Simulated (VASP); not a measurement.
Nb2PdSe5:

```
CELL_PARAMETERS angstrom
-2.49815 4.21621 4.49721
2.49815 -4.21621 4.49721
2.49815 4.21621 -4.49721
ATOMIC_POSITIONS crystal
Nb 0.00000 0.00000 0.00000
Nb 0.50000 0.00000 0.50000
Pd 0.50000 0.50000 0.00000
Se 0.59670 0.76705 0.82965
Se 0.06260 0.23295 0.82965
Se 0.40330 0.23295 0.17035
Se 0.93740 0.76705 0.17035
Se 0.00000 0.50000 0.50000
```

The cell was generated, and may not be a known phase.

| Item | Value |
| --- | --- |
| Program | VASP 6.6.1 |
| Task | relaxation of cell and atoms |
| Functional | PBE |
| Potentials or basis | VASP PAW PBE potentials, release 64 (Nb_sv, Pd, Se) |
| Cutoff | 600 eV |
| k mesh | 3 × 3 × 3 |
| Occupations | gaussian, width 0.15 eV |
| Spin | no spin polarisation |

At the start: pressure -0.3 GPa; volume 23.68 Å³/atom.

**Question.** How do energy, volume and symmetry change on relaxing?

**Answer.** Over 34 steps the energy falls by 550.6 meV/atom and the volume is 22.80 Å³/atom (-3.7 %); space group Immm (No. 71, to 0.1 Å) before and after.

Step by step:
```tsv
step	energy change (eV)	largest force (eV/Å)	pressure (GPa)	volume (Å³)
1	0.0000	2.0293	-0.31	189.47
2	-0.8396	1.6036	-2.94	188.11
3	-1.4858	0.7763	-5.67	185.68
4	-1.9535	0.7987	-0.05	169.90
5	-1.9718	0.8115	1.70	166.33
6	-2.1805	0.8973	2.03	164.29
7	-2.8234	1.0250	4.75	157.93
8	-1.1856	3.2279	23.74	144.04
9	-2.9563	0.7600	6.52	155.78
10	-2.8826	0.6493	12.20	150.45
11	-3.0202	0.5036	8.42	153.69
12	-3.1429	0.5048	7.74	154.71
13	-3.3747	0.7399	6.20	157.70
14	-3.2012	1.9116	5.36	163.33
15	-3.4212	1.0587	5.64	159.69
16	-3.5692	0.9516	3.60	162.27
17	-3.7655	0.9686	-1.29	169.76
18	-3.7694	0.9983	-1.91	170.90
19	-3.8506	0.8809	-1.55	170.50
20	-4.0287	0.5360	-0.25	169.24
21	-4.0032	0.9283	3.38	166.50
22	-4.0893	0.4527	1.19	168.08
23	-4.1325	0.4621	0.44	169.99
24	-4.1990	0.5062	-1.50	175.74
25	-4.2379	0.3987	-0.92	175.45
26	-4.2886	0.1474	0.61	174.72
27	-4.2940	0.1424	1.25	174.42
28	-4.3245	0.0873	0.62	176.50
29	-4.3672	0.3221	-0.64	182.64
30	-4.3760	0.3866	-0.43	183.87
31	-4.3766	0.3720	-0.49	183.63
32	-4.3945	0.2404	-0.04	182.56
33	-4.4026	0.0877	0.57	181.16
34	-4.4047	0.0640	-0.15	182.40
```

Final structure:
```xyz
8
Lattice="-2.6526 3.1389 5.4767 2.6526 -3.1389 5.4767 2.6526 3.1389 -5.4767" Properties=species:S:1:pos:R:3 pbc="T T T"
Nb    0.0000    0.0000    0.0000
Nb    0.0000    3.1389    0.0000
Pd    0.0000    0.0000    5.4767
Se    2.6526    1.5507    3.4507
Se    0.0000    4.6896    2.0260
Se    0.0000    1.5882    2.0260
Se    2.6526   -1.5507    3.4507
Se    2.6526    0.0000    0.0000
```

Caveat: the k points lie up to 0.44 Å⁻¹ apart in the final cell; the relaxation stopped at a loose force limit of 0.08 eV/Å, so its end isn't a converged minimum.
